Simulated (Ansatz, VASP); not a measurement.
**One calculation of MgO, two programs**

The input POSCAR:

```
MgO
1.0
    3.2882171726      0.0000000000      0.0000000000
   -1.6441085863      2.8476796046      0.0000000000
    0.0000000000      0.0000000000      5.1098819145
Mg O
2 2
Direct
    0.3333333333      0.6666666667     -0.0076843109
    0.6666666667      0.3333333333      0.4923156891
    0.3333333333      0.6666666667      0.3826843109
    0.6666666667      0.3333333333      0.8826843109
```

The input INCAR.step1:

```
PREC = Accurate
ENCUT = 520
ISMEAR = 0
SIGMA = 0.01
LREAL = False
LASPH = True
NELM = 100
NBANDS = 16
GGA = PE
ALGO = Normal
EDIFF = 1E-4
LWAVE = True
LCHARG = False
```

Contents of INCAR.step2:

```
PREC = Accurate
ENCUT = 520
EDIFF = 1E-7
ISMEAR = 0
SIGMA = 0.01
LREAL = False
LASPH = True
NELM = 100
ALGO = Normal
ISIF = 2
LWAVE = False
LCHARG = False
METAGGA = R2SCAN
LMIXTAU = True
NBANDS = 16
ISTART = 1
```

Contents of KPOINTS:

```
Automatic mesh
0
Gamma
  12 12 6
```

Input for Ansatz:

```yaml
crystal:
  lattice:
    - [3.2882171726, 0.0, 0.0]
    - [-1.6441085863, 2.8476796046, 0.0]
    - [0.0, 0.0, 5.1098819145]
  atoms:
    - { symbol: Mg, position: [0.3333333333, 0.6666666667, -0.0076843109] }
    - { symbol: Mg, position: [0.6666666667, 0.3333333333, 0.4923156891] }
    - { symbol: O, position: [0.3333333333, 0.6666666667, 0.3826843109] }
    - { symbol: O, position: [0.6666666667, 0.3333333333, 0.8826843109] }
kpoints:
  mp_grid: { grid: [12, 12, 6] }
  band_path:
    path:
      - [0.0, 0.0, 0.0]
      - [0.5, 0.0, 0.0]
      - [0.3333333333, 0.3333333333, 0.0]
      - [0.0, 0.0, 0.5]
      - [0.5, 0.0, 0.5]
      - [0.3333333333, 0.3333333333, 0.5]
    npoints: 1
hamiltonian:
  xc: r2scan
scf:
  occupations: { method: fixed }
  n_extra_bands: 5
output:
  forces: true
  stress: true
  eigenvalues: true
```

Change from the starting cell: uniaxial_z strain +1.5%.

Alike in both runs: task single point; functional r2SCAN; k mesh 12 × 12 × 6; no spin polarisation.

```csv
,VASP,Ansatz
version,VASP 6.6.1,Ansatz 0.2.0
potentials or method,"VASP PAW PBE potentials, release 64 (Mg, O)","plane waves, PAW"
plane-wave cutoff (eV),520,500
occupations,"gaussian, width 0.01 eV",fixed
valence electrons in the cell,16,32
```

Ansatz gave:

* gap on the k mesh at the Fermi level (eV): 4.19
* pressure (GPa): -1.6
* traceless stress, the component that is largest in VASP (GPa): -0.40

Q: What did VASP give for the same quantities?

A: gap on the k mesh at the Fermi level (eV): 4.18; pressure (GPa): -2.2; traceless stress, the component that is largest in VASP (GPa): -0.36.

VASP's potentials were made for PBE, not for r2SCAN. VASP's potentials hold 16 valence electrons a cell and Ansatz's 32, so a difference there can come from the potentials and not from the codes.
